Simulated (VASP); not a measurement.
A run of VASP 6.6.1:

The input INCAR:

```
PREC = Accurate ; ENCUT = 520
EDIFF = 1E-6 ; ISMEAR = 0
SIGMA = 0.1 ; LREAL = False
LASPH = True ; NELM = 60
ALGO = Fast ; ISIF = 2
LWAVE = False ; LCHARG = False
GGA = CA ; NBANDS = 14
```

Contents of KPOINTS:

```
Automatic mesh
0
Gamma
  8 8 8
```

POSCAR

```
Rh
1.0
    0.0000000000      1.9029860900      1.9029860900
    1.9029860900      0.0000000000      1.9029860900
    1.9029860900      1.9029860900      0.0000000000
Rh
1
Direct
    0.0000000000      0.0000000000      0.0000000000
```

Potentials or basis: VASP PAW LDA potentials, release 64 (Rh_pv).

Command:

```bash
$ cat potpaw_LDA.64/Rh_pv/POTCAR > POTCAR
$ mpirun -np 1 vasp_std > vasp.out
```

Hardware: 1 thread of Intel Xeon 8259CL (shared host).

Question: How long does it take, and how much memory?

Answer: Wall time 4.9 s on 1 thread of Intel Xeon 8259CL, with other jobs on the host, peak memory 0.12 GiB. Counts: scf iterations 12, k points 29.
